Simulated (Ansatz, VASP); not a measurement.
# One calculation of YAgC4N4, two programs

The input INCAR:

```
  PREC = Accurate
  ENCUT = 600
  EDIFF = 1E-7
  ISMEAR = 0
  SIGMA = 0.02
  LREAL = False
  LASPH = True
  NELM = 80
  ALGO = Normal
  ISIF = 3
  LWAVE = False
  LCHARG = False
  GGA = PE
  IBRION = 2
  NSW = 100
  EDIFFG = -0.01
```

File KPOINTS:

```
regular mesh
0
Gamma
  4 4 4
```

The input POSCAR:

```
YAgC4N4
1.0
    6.6715310700      0.0000000000      0.0000000000
    0.0000000000      6.6715310700      0.0000000000
    0.0000000000      0.0000000000      6.6715310700
Y Ag C N
1 1 4 4
Direct
    0.0000000000      0.0000000000      0.0000000000
    0.5000000000      0.5000000000      0.5000000000
    0.2059455960      0.2059455960      0.2059455960
    0.2059455960      0.7940544040      0.7940544040
    0.7940544040      0.2059455960      0.7940544040
    0.7940544040      0.7940544040      0.2059455960
    0.3069410785      0.3069410785      0.3069410785
    0.3069410785      0.6930589215      0.6930589215
    0.6930589215      0.3069410785      0.6930589215
    0.6930589215      0.6930589215      0.3069410785
```

Input for Ansatz:

```yaml
crystal:
  lattice:
    - [6.67153107, 0.0, 0.0]
    - [0.0, 6.67153107, 0.0]
    - [0.0, 0.0, 6.67153107]
  atoms:
    - { symbol: "Y", position: [0.0, 0.0, 0.0] }
    - { symbol: Ag, position: [0.5, 0.5, 0.5] }
    - { symbol: C, position: [0.205945596, 0.205945596, 0.205945596] }
    - { symbol: C, position: [0.205945596, 0.794054404, 0.794054404] }
    - { symbol: C, position: [0.794054404, 0.205945596, 0.794054404] }
    - { symbol: C, position: [0.794054404, 0.794054404, 0.205945596] }
    - { symbol: "N", position: [0.3069410785, 0.3069410785, 0.3069410785] }
    - { symbol: "N", position: [0.3069410785, 0.6930589215, 0.6930589215] }
    - { symbol: "N", position: [0.6930589215, 0.3069410785, 0.6930589215] }
    - { symbol: "N", position: [0.6930589215, 0.6930589215, 0.3069410785] }
basis:
  ecutwfc: 420
kpoints:
  mp_grid: { grid: [4, 4, 4] }
hamiltonian:
  xc: pbe
scf:
  occupations: { method: gaussian, width: 0.02 }
output:
  forces: true
  stress: true
  eigenvalues: true
relax:
  adjacent_minimum: "off"
  f_tol: 0.01
  max_steps: 80
  cell: { stress_tol: 0.05 }
```

Alike in both runs: task relaxation of cell and atoms; functional PBE; k mesh 4 × 4 × 4; occupations gaussian, width 0.02 eV; no spin polarisation.

|  | VASP | Ansatz |
| --- | --- | --- |
| version | VASP 6.6.1 | Ansatz 0.2.0 |
| potentials or method | VASP PAW PBE potentials, release 64 (Y_sv, Ag, C, N), cutoff 600 eV | scalar-relativistic, plane waves, PAW |
| valence electrons in the cell | 58 | 66 |

```tsv
	VASP	Ansatz	Ansatz less VASP
gap on the k mesh at the Fermi level, each at its own relaxed structure (eV)	2.72	2.73	+0.008
relaxed volume (Å³/atom)	29.78	29.95	+0.170
relaxed length of the cell vector where the two differ most in proportion (Å)	6.678	6.691	+0.0127
```

VASP's potentials hold 58 valence electrons a cell and Ansatz's 66, so a difference there can come from the potentials and not from the codes.

Noted on VASP's run: the standard files for N, O and F lose accuracy on very short bonds.
